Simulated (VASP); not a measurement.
HgTe:

```xyz
2
Lattice="0.0000 3.2892 3.2892 3.2892 0.0000 3.2892 3.2892 3.2892 0.0000" Properties=species:S:1:pos:R:3 pbc="T T T"
Hg    0.0000    0.0000    0.0000
Te    1.6446    1.6446    1.6446
```

Base run:

```yaml
Program: VASP 6.6.1
Functional: PBE
Potentials_or_basis: VASP PAW PBE potentials, release 64 (Hg, Te)
Cutoff: 500 eV
k_mesh: 5 × 5 × 5
Occupations: fermi-dirac, width 0.02 eV
Spin: no spin polarisation
```

Its results: band gap on the k mesh zero (filled and empty bands touch); pressure 1.4 GPa.

**Question.** The run is repeated on the same cell with these changes: functional from PBE to PBE-based screened hybrid with 40 % exact exchange; cutoff from 500 eV to 400 eV; k mesh from 5 × 5 × 5 to 4 × 4 × 4. What comes out?

**Answer.** Band gap on the k mesh zero (filled and empty bands touch); pressure -0.5 GPa.

Several settings changed at once.

Caveats: some runs use coarse meshes; spin-orbit coupling is left out, which moves the levels of the heavy elements; semilocal functionals underestimate gaps, so a narrow gap can read as zero (at least some runs); the PAW data sets were made with another functional, which shifts forces and pressure a little (at least some runs).
